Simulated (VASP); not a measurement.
# Sb (Immm) in VASP: further runs

The runs below take Sb through single point, relaxation of cell and atoms, with PBE.

Everything below comes from runs of VASP 6.6.1. Logs are shortened: lines on timing, memory, paths and dates and some standing lists are left out, and cuts for length are marked.

**1. The cell of the first run**

It takes space group Immm (No. 71, orthorhombic). Conventional cell: a = 3.284 Å, b = 3.981 Å, c = 4.249 Å, α = 90.00°, β = 90.00°, γ = 90.00°. Within 4.3 Å of Sb (site symmetry mmm) lie 14 Sb at 3.28 to 4.25 Å.

The cell was generated, and may not be a known phase.

**2. Single point, PBE**

Input file INCAR:

```
SYSTEM = Sb
  PREC = Accurate
  ENCUT = 520
  EDIFF = 1E-6
  ISMEAR = 0
  SIGMA = 0.1
  LREAL = .FALSE.
  LASPH = .TRUE.
  NELM = 60
  ALGO = Normal
  ISIF = 2
  LWAVE = .FALSE.
  LCHARG = .FALSE.
  GGA = PE
  NBANDS = 8
```

Input file KPOINTS:

```
regular mesh
0
G
  8 8 8
  0 0 0
```

Input file POSCAR:

```
Sb
1.0
   -1.6418890428      1.9903706060      2.1244423984
    1.6418890428     -1.9903706060      2.1244423984
    1.6418890428      1.9903706060     -2.1244423984
Sb
1
Direct
    0.0000000000      0.5000000000      0.5000000000
```

Potentials or basis: VASP PAW PBE potentials, release 64 (Sb).

Launch:

```console
> cat potpaw_PBE.64/Sb/POTCAR > POTCAR
> mpirun -np 1 vasp_std > vasp.out
```

OUTCAR:

```text
SYSTEM = Sb
   PREC = Accurate
   ENCUT = 520
   EDIFF = 1E-6
   ISMEAR = 0
   LREAL = .FALSE.
   LASPH = .TRUE.
   NELM = 60
   ISIF = 2
   GGA = PE

 ion  position               nearest neighbor table
   1  0.000  0.500  0.500-

  LATTYP: Found a body centered orthorhombic cell.
 ALAT       =     3.2837780856
 B/A-ratio  =     1.2122442833
 C/A-ratio  =     1.2939013192

  Lattice vectors:

 A1 = (  -1.6418890428,   1.9903706060,   2.1244423984)
 A2 = (   1.6418890428,  -1.9903706060,   2.1244423984)
 A3 = (   1.6418890428,   1.9903706060,  -2.1244423984)

Analysis of symmetry for initial positions (statically):
=====================================================================
 Subroutine PRICEL returns:
 Original cell was already a primitive cell.

 Routine SETGRP: Setting up the symmetry group for a
 body centered orthorhombic supercell.

 Subroutine GETGRP returns: Found  8 space group operations
 (whereof  8 operations were pure point group operations)
 out of a pool of  8 trial point group operations.

The static configuration has the point symmetry D_2h.

Analysis of symmetry for dynamics (positions and initial velocities):
=====================================================================
 Subroutine PRICEL returns:
 Original cell was already a primitive cell.

 Routine SETGRP: Setting up the symmetry group for a
 body centered orthorhombic supercell.

 Subroutine GETGRP returns: Found  8 space group operations
 (whereof  8 operations were pure point group operations)
 out of a pool of  8 trial point group operations.

The dynamic configuration has the point symmetry D_2h.

 Subroutine INISYM returns: Found  8 space group operations
 (whereof  8 operations are pure point group operations),
 and found     1 'primitive' translations

----------------------------------------------------------------------------------------

                                     Primitive cell

  volume of cell :      27.7704

  direct lattice vectors                    reciprocal lattice vectors
    -1.641889043  1.990370606  2.124442398     0.000000000  0.251209498  0.235355875
     1.641889043 -1.990370606  2.124442398     0.304527277  0.000000000  0.235355875
     1.641889043  1.990370606 -2.124442398     0.304527277  0.251209498  0.000000000

  length of vectors
     3.342249285  3.342249285  3.342249285     0.344236256  0.384875630  0.394769647

  position of ions in fractional coordinates (direct lattice)
     0.000000000  0.500000000  0.500000000

  ion indices of the primitive-cell ions
   primitive index   ion index
                 1           1

----------------------------------------------------------------------------------------

 KPOINTS: regular mesh

Automatic generation of k-mesh.
 Grid dimensions read from file:
 generate k-points for:    8    8    8

 Generating k-lattice:

  Cartesian coordinates                     Fractional coordinates (reciprocal lattice)
     0.000000000  0.031401187  0.029419484     0.125000000  0.000000000 -0.000000000
     0.038065910  0.000000000  0.029419484     0.000000000  0.125000000  0.000000000
     0.038065910  0.031401187  0.000000000    -0.000000000  0.000000000  0.125000000

  Length of vectors
     0.043029532  0.048109454  0.049346206

  Shift w.r.t. Gamma in fractional coordinates (k-lattice)
     0.000000000  0.000000000  0.000000000

 Subroutine IBZKPT returns following result:
 ===========================================

 Found     95 irreducible k-points:

 Following reciprocal coordinates:
            Coordinates               Weight
  0.000000  0.000000  0.000000      1.000000
  0.125000 -0.000000  0.000000      4.000000
  0.250000 -0.000000  0.000000      4.000000
  0.375000  0.000000  0.000000      4.000000
  0.500000 -0.000000  0.000000      2.000000
 -0.000000  0.125000  0.000000      4.000000
[... 16 lines left out ...]
  0.125000  0.375000  0.000000      8.000000
  0.250000  0.375000  0.000000      8.000000
 [... further k-points ...]
   k-points           NKPTS =     95   k-points in BZ     NKDIM =     95   number of bands    NBANDS=      8
   number of dos      NEDOS =    301   number of ions     NIONS =      1
   total plane-waves  NPLWV =  21952
   dimension x,y,z NGX =    28 NGY =   28 NGZ =   28
   dimension x,y,z NGXF=    56 NGYF=   56 NGZF=   56
   ions per type =               1
   NGX,Y,Z   is equivalent  to a cutoff of  13.93, 13.93, 13.93 a.u.
   NGXF,Y,Z  is equivalent  to a cutoff of  27.85, 27.85, 27.85 a.u.
 SYSTEM =  Sb
   PREC   = accura    normal or accurate (medium, high low for compatibility)
   ISTART =      0    job   : 0-new  1-cont  2-samecut
   ICHARG =      2    charge: 1-file 2-atom 10-const
   ISPIN  =      1    spin polarized calculation?
   LNONCOLLINEAR =      F non collinear calculations
   LSORBIT =      F    spin-orbit coupling
   LASPH  =      T    aspherical Exc in radial PAW
   ENCUT  =  520.0 eV  38.22 Ry    6.18 a.u.   6.21  6.21  6.21*2*pi/ulx,y,z
   NELM   =     60;   NELMIN=  2; NELMDL= -5     # of ELM steps
   EDIFF  = 0.1E-05   stopping-criterion for ELM
   LREAL  =      F    real-space projection
   EDIFFG = 0.1E-04   stopping-criterion for IOM
   NSW    =      0    number of steps for IOM
   IBRION =     -1    ionic relax: 0-MD 1-quasi-New 2-CG
   NFREE  =      0    steps in history (QN), initial steepest desc. (CG)
   ISIF   =      2    stress and relaxation
   ISYM   =      2    0-nonsym 1-usesym 2-fastsym
   POTIM  = 0.5000    time-step for ionic-motion
   TEBEG  =    0.0;   TEEND  =   0.0 temperature during run
   PSTRESS=    0.0 pullay stress
   NELECT =       5.0000    total number of electrons
   NUPDOWN=      -1.0000    fix difference up-down
   EMIN   =  10.00;   EMAX   =-10.00  energy-range for DOS
   EFERMI =   0.00;   METHOD = LEGACY
   ISMEAR =     0;   SIGMA  =   0.10  broadening in eV -4-tet -1-fermi 0-gaus
   EFERMI_NEDOS =   21; number of points for ismear=-14 and -15
   IALGO  =     38    algorithm
   IMIX   =      4    mixing-type and parameters
     AMIX     =   0.40;   BMIX     =  1.00
     AMIX_MAG =   1.60;   BMIX_MAG =  1.00
  volume/ion in A,a.u.               =      27.77       187.40
  Fermi-wavevector in a.u.,A,eV,Ry     =   0.924423  1.746906 11.626958  0.854557
  Thomas-Fermi vector in A             =   2.050167
   LORBIT       =      0    0 simple, 1 ext, 2 COOP (PROOUT), +10 PAW based schemes
   GGA     = PE    functional components
   LHFCALC =     F    Hartree Fock is set to
   AEXX    =    0.0000 exact exchange contribution
   IVDW    =     0    specifies the selected vdW correction
   LEPSILON=     F    determine dielectric tensor
   LRPA    =     F    only Hartree local field effects (RPA)
 non-spin polarized calculation
 Gauss-broadening in eV      SIGMA  =   0.10
  energy-cutoff  :      520.00
  volume of cell :       27.77
 maximum number of plane-waves:       759
 NGX is ok and might be reduce to    28
   NGX = 13   NGY = 13   NGZ = 13

 number of electron       5.0000000 magnetization

 Free energy of the ion-electron system (eV)
  ---------------------------------------------------
  ext. energy  EPLUGINS =         0.00000000
  ---------------------------------------------------
  free energy    TOTEN  =        -3.86627298 eV

  energy without entropy =       -3.86542598  energy(sigma->0) =       -3.86584948

 E-fermi :   8.1905     XC(G=0): -10.0795

 val. band max:        8.1321356015   @ k =  -0.2500   0.2500   0.2500
 cond. band min:       8.2709161591   @ k =  -0.0000   0.2500   0.0000
 fundamental gap:      0.1387805576
 Fermi energy:         8.1905428576

 k-point     1 :       0.0000    0.0000    0.0000
  band No.  band energies     occupation
      1      -4.6023      2.00000
      2      12.2613      0.00000
      3      12.4576      0.00000
      4      14.6011      0.00000
      5      16.3139      0.00000
      6      17.4821      0.00000
      7      19.6602      0.00000
      8      19.8751      0.00000

 k-point     2 :       0.1250   -0.0000    0.0000
  band No.  band energies     occupation
      1      -4.3355      2.00000
      2       9.9748      0.00000
      3      12.5110      0.00000
      4      14.0197      0.00000
      5      17.0161      0.00000
      6      17.9845      0.00000
      7      19.4906      0.00000
      8      19.5060      0.00000

 k-point     3 :       0.2500   -0.0000    0.0000
  band No.  band energies     occupation
      1      -3.5556      2.00000
      2       6.6017      2.00000
      3      12.8731      0.00000
      4      12.9821      0.00000
      5      17.3758      0.00000
      6      17.7211      0.00000
      7      18.5561      0.00000
      8      18.7931      0.00000

 k-point     4 :       0.3750    0.0000    0.0000
  band No.  band energies     occupation
      1      -2.3877      2.00000
      2       3.7571      2.00000
      3      12.1943      0.00000
      4      13.2325      0.00000
      5      16.8708      0.00000
      6      17.9408      0.00000
      7      18.3153      0.00000
      8      19.1800      0.00000

 k-point     5 :       0.5000   -0.0000    0.0000
  band No.  band energies     occupation
      1      -1.5728      2.00000
      2       2.3708      2.00000
      3      11.9106      0.00000
      4      13.3727      0.00000
      5      16.6918      0.00000
      6      17.7324      0.00000
      7      18.8066      0.00000
      8      19.5086      0.00000

 k-point     6 :      -0.0000    0.1250    0.0000
  band No.  band energies     occupation
      1      -4.2561      2.00000
      2      11.5447      0.00000
      3      11.5846      0.00000
      4      12.9209      0.00000
      5      16.9707      0.00000
      6      17.1087      0.00000
      7      18.6583      0.00000
      8      18.8405      0.00000

 k-point     7 :       0.1250    0.1250    0.0000
  band No.  band energies     occupation
      1      -3.7445      2.00000
      2       8.5176      0.00000
      3      11.2666      0.00000
      4      12.4309      0.00000
      5      16.6740      0.00000
      6      18.2896      0.00000
      7      18.5638      0.00000
      8      20.7459      0.00000
[... 133 lines left out ...]
 k-point    20 :      -0.2500    0.2500    0.0000
  band No.  band energies     occupation
      1      -3.1640      2.00000
      2       8.5124      0.00001
      3      10.2300      0.00000
      4      11.0979      0.00000
      5      15.1146      0.00000
      6      15.2086      0.00000
      7      20.3114      0.00000
      8      20.7844      0.00000

 k-point    21 :      -0.1250    0.2500    0.0000
  band No.  band energies     occupation
      1      -3.4589      2.00000
      2       9.2153      0.00000
      3      10.9669      0.00000
      4      11.4011      0.00000
      5      15.9952      0.00000
      6      16.2415      0.00000
      7      17.7822      0.00000
      8      18.8925      0.00000

 k-point    22 :       0.0000    0.3750    0.0000
  band No.  band energies     occupation
      1      -1.5986      2.00000
      2       4.7785      2.00000
      3       9.7709      0.00000
      4      11.0184      0.00000
      5      14.4609      0.00000
      6      14.8347      0.00000
      7      19.3022      0.00000
      8      21.4922      0.00000

 k-point    23 :       0.1250    0.3750    0.0000
  band No.  band energies     occupation
      1      -0.7706      2.00000
      2       3.9424      2.00000
      3       7.9302      1.99977
      4      10.5994      0.00000
      5      14.6037      0.00000
      6      16.7763      0.00000
      7      19.0795      0.00000
      8      21.9290      0.00000

 k-point    24 :       0.2500    0.3750    0.0000
  band No.  band energies     occupation
      1       0.0901      2.00000
      2       3.8915      2.00000
      3       5.6466      2.00000
      4      10.2859      0.00000
      5      15.1672      0.00000
      6      17.1524      0.00000
      7      20.5481      0.00000
      8      23.0584      0.00000

 [... further k-points ...]

------------------------ aborting loop because EDIFF is reached ----------------------------------------

  FORCE on cell =-STRESS in cart. coord.  units (eV):
  Direction    XX          YY          ZZ          XY          YZ          ZX
  --------------------------------------------------------------------------------------
  -------------------------------------------------------------------------------------
  Total       -0.0737787     -0.0453010     -0.0073461     -0.0000000      0.0000000      0.0000000
  in kB       -4.2565598     -2.6135785     -0.4238238     -0.0000000      0.0000000      0.0000000
  external PRESSURE =      -2.4313207 kB  Pullay stress =       0.0000000 kB

 VOLUME and BASIS-vectors are now :
 -----------------------------------------------------------------------------
  energy-cutoff  :      520.00
  volume of cell :       27.77
      direct lattice vectors                 reciprocal lattice vectors
    -1.641889043  1.990370606  2.124442398     0.000000000  0.251209498  0.235355875
     1.641889043 -1.990370606  2.124442398     0.304527277  0.000000000  0.235355875
     1.641889043  1.990370606 -2.124442398     0.304527277  0.251209498  0.000000000

 POSITION                                       TOTAL-FORCE (eV/Angst)
 -----------------------------------------------------------------------------------
      1.64189      0.00000      0.00000        -0.000000      0.000000      0.000000
 -----------------------------------------------------------------------------------
    total drift:                               -0.000000      0.000000     -0.000000

  FREE ENERGIE OF THE ION-ELECTRON SYSTEM (eV)
  ---------------------------------------------------
  free  energy   TOTEN  =        -3.8662729750 eV

  energy  without entropy=       -3.8654259830  energy(sigma->0) =       -3.86584948
```

Wall time 8.7 s (1 thread of Intel Xeon 6975P-C (Granite Rapids), shared host); peak memory 0.16 GiB.

What came out:

| Item | Value |
| --- | --- |
| Free energy | -3.8663 eV |
| Pressure | -0.2 GPa |
| Band gap on the k mesh | zero (an odd number of electrons rules out a gap without spin polarisation) |

Caveat: spin-orbit coupling is left out, which moves the levels of the heavy elements.

**3. Single point, PBE**

This run uses another cell than the first one, of 27.94 Å³/atom.

Input file INCAR:

```
SYSTEM = Sb
  PREC = Accurate
  ENCUT = 520
  EDIFF = 1E-7
  ISMEAR = 0
  SIGMA = 0.1
  LREAL = .False.
  LASPH = .True.
  NELM = 100
  ALGO = Normal
  ISIF = 2
  LWAVE = .False.
  LCHARG = .True.
  GGA = PE
  LELF = .True.
  LVHAR = .True.
  NBANDS = 8
```

Input file KPOINTS:

```
Automatic mesh
0
Gamma
  8 8 8
  0 0 0
```

Input file POSCAR:

```
Sb
1.0
   -1.2879367700      2.1072751500      2.5735015700
    1.2879367700     -2.1072751500      2.5735015700
    1.2879367700      2.1072751500     -2.5735015700
Sb
1
Direct
    0.0000000000      0.5000000000      0.5000000000
```

Potentials or basis: VASP PAW PBE potentials, release 64 (Sb).

Launch:

```console
> cat potpaw_PBE.64/Sb/POTCAR > POTCAR
> mpirun -np 1 vasp_std > vasp.out
```

It took 12 s on 1 thread of Intel Xeon 6975P-C (Granite Rapids), shared host; peak memory 0.16 GiB.

The run converged. Its results:

| Property | Result |
| --- | --- |
| Free energy | -3.2019 eV |
| Pressure | 15.5 GPa |
| Band gap on the k mesh | zero (an odd number of electrons rules out a gap without spin polarisation) |

Stress tensor (GPa, compression positive):
```
44.08  0.00  0.00
 0.00  1.24  0.00
 0.00  0.00  1.32
```

Levels at points of the mesh, in eV from the Fermi level:
| k point | band 1 | band 2 | band 3 | band 4 | band 5 | band 6 | band 7 |
| --- | --- | --- | --- | --- | --- | --- | --- |
| (0.00, 0.00, 0.00) | -13.39 | 0.49 | 1.23 | 5.26 | 5.60 | 12.26 | 12.54 |
| (0.50, 0.00, 0.00) | -11.72 | -6.08 | 1.36 | 6.05 | 10.42 | 10.86 | 11.11 |
| (0.00, 0.50, 0.00) | -6.22 | -5.92 | 1.92 | 2.43 | 6.23 | 6.47 | 9.75 |
| (0.50, 0.50, 0.00) | -5.84 | -5.65 | 0.94 | 1.38 | 4.71 | 4.98 | 13.95 |
| (0.50, 0.50, 0.50) | -10.30 | -5.33 | -3.51 | 1.73 | 9.27 | 12.10 | 17.13 |

Caveat: the stress differs along the axes, from 1 to 44 GPa; spin-orbit coupling is left out, which moves the levels of the heavy elements.

(Part 1 of 2 ends here.)

The gap in the log of VASP goes by the Fermi energy; the results here count the filled bands.